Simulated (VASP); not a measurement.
Here is a VASP 6.6.1 calculation.

File INCAR:

```
SYSTEM = MoS2
PREC     = Accurate       ! precision mode
ENCUT    = 520            ! plane-wave cutoff, eV
EDIFF    = 1E-6           ! SCF threshold, eV
ISMEAR   = -1             ! smearing method
SIGMA    = 0.05           ! smearing width, eV
LREAL    = .FALSE.        ! projectors in reciprocal space
LASPH    = .TRUE.         ! aspherical terms in the spheres
NELM     = 80             ! most SCF steps
ALGO     = Normal         ! electronic algorithm
ISIF     = 2              ! what is computed and relaxed
LWAVE    = .FALSE.        ! write WAVECAR
LCHARG   = .FALSE.        ! write CHGCAR
NBANDS   = 20             ! bands
```

Contents of KPOINTS:

```
regular mesh
0
G
  9 9 4
  0 0 0
```

Contents of POSCAR:

```
MoS2
1.0
    3.1838448285      0.0000000000      0.0000000000
   -1.5919224143      2.7572905031      0.0000000000
    0.0000000000      0.0000000000      6.2271592669
Mo S
1 2
Direct
    0.0000000000      0.0000000000      0.5000000000
    0.6666666667      0.3333333333      0.7446806800
    0.3333333333      0.6666666667      0.2553193200
```

Potentials or basis: VASP PAW LDA potentials, release 64 (Mo_sv, S).

Launch:

```console
$ cat potpaw_LDA.64/Mo_sv/POTCAR potpaw_LDA.64/S/POTCAR > POTCAR
$ mpirun -np 1 vasp_std > vasp.out
```

Question: Estimate the pressure.

Answer: -0.4 GPa.

Question: Estimate the band gap on the k mesh.

Answer: Zero (band 13 reaches 7.92 eV, above the bottom of band 14 at 6.95 eV).

Stress tensor (GPa, compression positive):
```
-1.73  0.00  0.00
 0.00 -1.73  0.00
 0.00  0.00  2.34
```
